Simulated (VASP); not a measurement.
# Os (P6_3/mmc) in VASP: further runs

Aim: see how the results for Os move with the level of theory and the settings. Levels: LDA, r2SCAN+rVV10. Tasks: single point.

All numbers are computed with VASP 6.6.1; they aren't measurements. Logs are shortened: lines on timing, memory, paths and dates and some standing lists are left out, and cuts for length are marked.

**1. The cell of the first run**

The structure is hexagonal, space group P6_3/mmc (No. 194). Conventional cell: a = 2.678 Å, b = 2.678 Å, c = 4.232 Å, α = 90.00°, β = 90.00°, γ = 120.00°. Os (site symmetry -6m2) has 12 Os at 2.62 to 2.68 Å within 3.5 Å.

**2. Single point, LDA**

INCAR

```
ALGO = Normal
EDIFF = 1E-6
ENCUT = 560
GGA_COMPAT = False
ISIF = 2
ISMEAR = -1
LASPH = True
LCHARG = False
LREAL = False
LWAVE = False
NBANDS = 23
NELM = 120
PREC = Accurate
SIGMA = 0.05
```

KPOINTS

```
k-points
0
Gamma
  11 11 6
```

POSCAR

```
Os
1.0
    2.6782863798      0.0000000000      0.0000000000
   -1.3391431899      2.3194640436      0.0000000000
    0.0000000000      0.0000000000      4.2315181138
Os
2
Direct
    0.6666666667      0.3333333333      0.7500000000
    0.3333333333      0.6666666667      0.2500000000
```

Potentials or basis: VASP PAW LDA potentials, release 64 (Os_sv_GW).

Started as:

```console
> cat potpaw_LDA.64/Os_sv_GW/POTCAR > POTCAR
> mpirun -np 1 vasp_std > vasp.out
```

OUTCAR:

```text
EDIFF = 1E-6
   ENCUT = 560
   ISIF = 2
   ISMEAR = -1
   LASPH = True
   LREAL = False
   NELM = 120
   PREC = Accurate

 ion  position               nearest neighbor table
   1  0.667  0.333  0.750-   2 2.62   2 2.62   2 2.62   2 2.62   2 2.62   2 2.62
   2  0.333  0.667  0.250-   1 2.62   1 2.62   1 2.62   1 2.62   1 2.62   1 2.62

  LATTYP: Found a hexagonal cell.
 ALAT       =     2.6782863798
 C/A-ratio  =     1.5799348963

  Lattice vectors:

 A1 = (   2.6782863798,   0.0000000000,   0.0000000000)
 A2 = (  -1.3391431899,   2.3194640436,   0.0000000000)
 A3 = (   0.0000000000,   0.0000000000,   4.2315181138)

Analysis of symmetry for initial positions (statically):
=====================================================================
 Subroutine PRICEL returns:
 Original cell was already a primitive cell.

 Routine SETGRP: Setting up the symmetry group for a
 hexagonal supercell.

 Subroutine GETGRP returns: Found 24 space group operations
 (whereof 12 operations were pure point group operations)
 out of a pool of 24 trial point group operations.

The static configuration has the point symmetry D_3d.
 The point group associated with its full space group is D_6h.

Analysis of symmetry for dynamics (positions and initial velocities):
=====================================================================
 Subroutine PRICEL returns:
 Original cell was already a primitive cell.

 Routine SETGRP: Setting up the symmetry group for a
 hexagonal supercell.

 Subroutine GETGRP returns: Found 24 space group operations
 (whereof 12 operations were pure point group operations)
 out of a pool of 24 trial point group operations.

The dynamic configuration has the point symmetry D_3d.
 The point group associated with its full space group is D_6h.

 Subroutine INISYM returns: Found 24 space group operations
 (whereof 12 operations are pure point group operations),
 and found     1 'primitive' translations

----------------------------------------------------------------------------------------

                                     Primitive cell

  volume of cell :      26.2870

  direct lattice vectors                    reciprocal lattice vectors
     2.678286380  0.000000000  0.000000000     0.373373067  0.215567041  0.000000000
    -1.339143190  2.319464044  0.000000000     0.000000000  0.431134081  0.000000000
     0.000000000  0.000000000  4.231518114     0.000000000  0.000000000  0.236321805

  length of vectors
     2.678286380  2.678286380  4.231518114     0.431134082  0.431134081  0.236321805

  position of ions in fractional coordinates (direct lattice)
     0.666666667  0.333333333  0.750000000
     0.333333333  0.666666667  0.250000000

  ion indices of the primitive-cell ions
   primitive index   ion index
                 1           1
                 2           2

----------------------------------------------------------------------------------------

 KPOINTS: k-points

Automatic generation of k-mesh.
 Grid dimensions read from file:
 generate k-points for:   11   11    6

 Generating k-lattice:

  Cartesian coordinates                     Fractional coordinates (reciprocal lattice)
     0.033943006  0.019597004  0.000000000     0.090909091  0.000000000  0.000000000
     0.000000000  0.039194007  0.000000000     0.000000000  0.090909091  0.000000000
     0.000000000  0.000000000  0.039386968     0.000000000  0.000000000  0.166666667

  Length of vectors
     0.039194007  0.039194007  0.039386968

  Shift w.r.t. Gamma in fractional coordinates (k-lattice)
     0.000000000  0.000000000  0.000000000

 Subroutine IBZKPT returns following result:
 ===========================================

 Found     64 irreducible k-points:

 Following reciprocal coordinates:
            Coordinates               Weight
  0.000000  0.000000  0.000000      1.000000
  0.090909  0.000000  0.000000      6.000000
  0.181818  0.000000  0.000000      6.000000
  0.272727  0.000000  0.000000      6.000000
  0.363636  0.000000  0.000000      6.000000
  0.454545 -0.000000  0.000000      6.000000
[... 16 lines left out ...]
  0.090909  0.090909  0.166667     12.000000
  0.181818  0.090909  0.166667     24.000000
 [... further k-points ...]
   k-points           NKPTS =     64   k-points in BZ     NKDIM =     64   number of bands    NBANDS=     23
   number of dos      NEDOS =    301   number of ions     NIONS =      2
   total plane-waves  NPLWV =  20736
   dimension x,y,z NGX =    24 NGY =   24 NGZ =   36
   dimension x,y,z NGXF=    48 NGYF=   48 NGZF=   72
   ions per type =               2
   NGX,Y,Z   is equivalent  to a cutoff of  14.90, 14.90, 14.14 a.u.
   NGXF,Y,Z  is equivalent  to a cutoff of  29.79, 29.79, 28.29 a.u.
 SYSTEM =  unknown system
   PREC   = accura    normal or accurate (medium, high low for compatibility)
   ISTART =      0    job   : 0-new  1-cont  2-samecut
   ICHARG =      2    charge: 1-file 2-atom 10-const
   ISPIN  =      1    spin polarized calculation?
   LNONCOLLINEAR =      F non collinear calculations
   LSORBIT =      F    spin-orbit coupling
   LASPH  =      T    aspherical Exc in radial PAW
   ENCUT  =  560.0 eV  41.16 Ry    6.42 a.u.   5.17  5.17  8.16*2*pi/ulx,y,z
   NELM   =    120;   NELMIN=  2; NELMDL= -5     # of ELM steps
   EDIFF  = 0.1E-05   stopping-criterion for ELM
   LREAL  =      F    real-space projection
   EDIFFG = 0.1E-04   stopping-criterion for IOM
   NSW    =      0    number of steps for IOM
   IBRION =     -1    ionic relax: 0-MD 1-quasi-New 2-CG
   NFREE  =      0    steps in history (QN), initial steepest desc. (CG)
   ISIF   =      2    stress and relaxation
   ISYM   =      2    0-nonsym 1-usesym 2-fastsym
   POTIM  = 0.5000    time-step for ionic-motion
   TEBEG  =    0.0;   TEEND  =   0.0 temperature during run
   PSTRESS=    0.0 pullay stress
   NELECT =      32.0000    total number of electrons
   NUPDOWN=      -1.0000    fix difference up-down
   EMIN   =  10.00;   EMAX   =-10.00  energy-range for DOS
   EFERMI =   0.00;   METHOD = LEGACY
   ISMEAR =    -1;   SIGMA  =   0.05  broadening in eV -4-tet -1-fermi 0-gaus
   EFERMI_NEDOS =   21; number of points for ismear=-14 and -15
   IALGO  =     38    algorithm
   IMIX   =      4    mixing-type and parameters
     AMIX     =   0.40;   BMIX     =  1.00
     AMIX_MAG =   1.60;   BMIX_MAG =  1.00
  volume/ion in A,a.u.               =      13.14        88.70
  Fermi-wavevector in a.u.,A,eV,Ry     =   1.748013  3.303265 41.573251  3.055548
  Thomas-Fermi vector in A             =   2.819202
   LORBIT       =      0    0 simple, 1 ext, 2 COOP (PROOUT), +10 PAW based schemes
   GGA     = CA    functional components
   LHFCALC =     F    Hartree Fock is set to
   AEXX    =    0.0000 exact exchange contribution
   IVDW    =     0    specifies the selected vdW correction
   LEPSILON=     F    determine dielectric tensor
   LRPA    =     F    only Hartree local field effects (RPA)
 non-spin polarized calculation
  energy-cutoff  :      560.00
  volume of cell :       26.29
 maximum number of plane-waves:       808
 NGX is ok and might be reduce to    24
   NGX = 11   NGY = 11   NGZ = 17

 number of electron      32.0000000 magnetization

 Free energy of the ion-electron system (eV)
  ---------------------------------------------------
  ext. energy  EPLUGINS =         0.00000000
  ---------------------------------------------------
  free energy    TOTEN  =       -27.52499187 eV

  energy without entropy =      -27.51280607  energy(sigma->0) =      -27.51889897

 E-fermi :  14.7010     XC(G=0): -15.2050

 val. band max:       14.6841258896   @ k =   0.0909   0.0000   0.3333
 cond. band min:      14.7630312743   @ k =   0.3636   0.0909   0.3333
 fundamental gap:      0.0789053847
 Fermi energy:        14.7010119554

 k-point     1 :       0.0000    0.0000    0.0000
  band No.  band energies     occupation
      1     -71.5699      2.00000
      2     -71.4125      2.00000
      3     -31.9664      2.00000
      4     -30.7846      2.00000
      5     -30.7846      2.00000
      6     -30.5654      2.00000
[... 15 lines left out ...]
     22      28.0588      0.00000
     23      30.5457      0.00000

 k-point     2 :       0.0909    0.0000    0.0000
  band No.  band energies     occupation
      1     -71.5607      2.00000
      2     -71.4092      2.00000
      3     -31.9311      2.00000
      4     -30.8609      2.00000
      5     -30.8103      2.00000
      6     -30.6448      2.00000
[... 15 lines left out ...]
     22      28.8262      0.00000
     23      31.0041      0.00000

 k-point     3 :       0.1818    0.0000    0.0000
  band No.  band energies     occupation
      1     -71.5360      2.00000
      2     -71.4008      2.00000
      3     -31.8312      2.00000
      4     -31.0647      2.00000
      5     -30.8762      2.00000
      6     -30.8522      2.00000
[... 15 lines left out ...]
     22      30.4835      0.00000
     23      31.4287      0.00000

 k-point     4 :       0.2727    0.0000    0.0000
  band No.  band energies     occupation
      1     -71.5020      2.00000
      2     -71.3918      2.00000
      3     -31.6825      2.00000
      4     -31.3300      2.00000
      5     -31.1126      2.00000
      6     -30.9596      2.00000
[... 15 lines left out ...]
     22      28.8718      0.00000
     23      29.9629      0.00000

 k-point     5 :       0.3636    0.0000    0.0000
  band No.  band energies     occupation
      1     -71.4668      2.00000
      2     -71.3864      2.00000
      3     -31.5708      2.00000
      4     -31.5140      2.00000
      5     -31.3398      2.00000
      6     -31.0321      2.00000
[... 434 lines left out ...]
 k-point    22 :       0.4545   -0.0000    0.1667
  band No.  band energies     occupation
      1     -71.4386      2.00000
      2     -71.3902      2.00000
      3     -31.7853      2.00000
      4     -31.5538      2.00000
      5     -31.2503      2.00000
      6     -31.0500      2.00000
[... 15 lines left out ...]
     22      26.5545      0.00000
     23      27.9713      0.00000

 k-point    23 :       0.0909    0.0909    0.1667
  band No.  band energies     occupation
      1     -71.5346      2.00000
      2     -71.4131      2.00000
      3     -31.7931      2.00000
      4     -30.9584      2.00000
      5     -30.9008      2.00000
      6     -30.8023      2.00000
[... 15 lines left out ...]
     22      29.5029      0.00000
     23      31.6874      0.00000

 k-point    24 :       0.1818    0.0909    0.1667
  band No.  band energies     occupation
      1     -71.5063      2.00000
      2     -71.4029      2.00000
      3     -31.7056      2.00000
      4     -31.1616      2.00000
      5     -31.0998      2.00000
      6     -30.9023      2.00000
[... 15 lines left out ...]
     22      30.4045      0.00000
     23      31.0556      0.00000

 [... further k-points ...]

------------------------ aborting loop because EDIFF is reached ----------------------------------------

  FORCE on cell =-STRESS in cart. coord.  units (eV):
  Direction    XX          YY          ZZ          XY          YZ          ZX
  --------------------------------------------------------------------------------------
  -------------------------------------------------------------------------------------
  Total        3.4133521      3.4133521      3.7178245      0.0000000      0.0000000     -0.0000000
  in kB      208.0418965    208.0418966    226.5993219      0.0000000      0.0000000     -0.0000000
  external PRESSURE =     214.2277050 kB  Pullay stress =       0.0000000 kB

 VOLUME and BASIS-vectors are now :
 -----------------------------------------------------------------------------
  energy-cutoff  :      560.00
  volume of cell :       26.29
      direct lattice vectors                 reciprocal lattice vectors
     2.678286380  0.000000000  0.000000000     0.373373067  0.215567041  0.000000000
    -1.339143190  2.319464044  0.000000000     0.000000000  0.431134081  0.000000000
     0.000000000  0.000000000  4.231518114     0.000000000  0.000000000  0.236321805

 POSITION                                       TOTAL-FORCE (eV/Angst)
 -----------------------------------------------------------------------------------
      1.33914      0.77315      3.17364         0.000000      0.000000      0.000000
     -0.00000      1.54631      1.05788        -0.000000     -0.000000      0.000000
 -----------------------------------------------------------------------------------
    total drift:                                0.000000     -0.000000      0.000000

  FREE ENERGIE OF THE ION-ELECTRON SYSTEM (eV)
  ---------------------------------------------------
  free  energy   TOTEN  =       -27.5249918725 eV

  energy  without entropy=      -27.5128060676  energy(sigma->0) =      -27.51889897
```

It took 13 s on 1 thread of Intel Xeon 6975P-C (Granite Rapids), shared host; peak memory 0.16 GiB.

Results:

```
Free energy            : -27.5250 eV
Pressure               : 21.4 GPa
Band gap on the k mesh : zero (bands 16 and 17 overlap by 4.31 eV)
```

Stress tensor (GPa, compression positive):
```
20.80  0.00  0.00
 0.00 20.80  0.00
 0.00  0.00 22.66
```

Caveat: the cell stands under pressure; spin-orbit coupling is left out, which moves the levels of the heavy elements.

[end of part 1 of 2]

The gap in the log of VASP goes by the Fermi energy; the results here count the filled bands.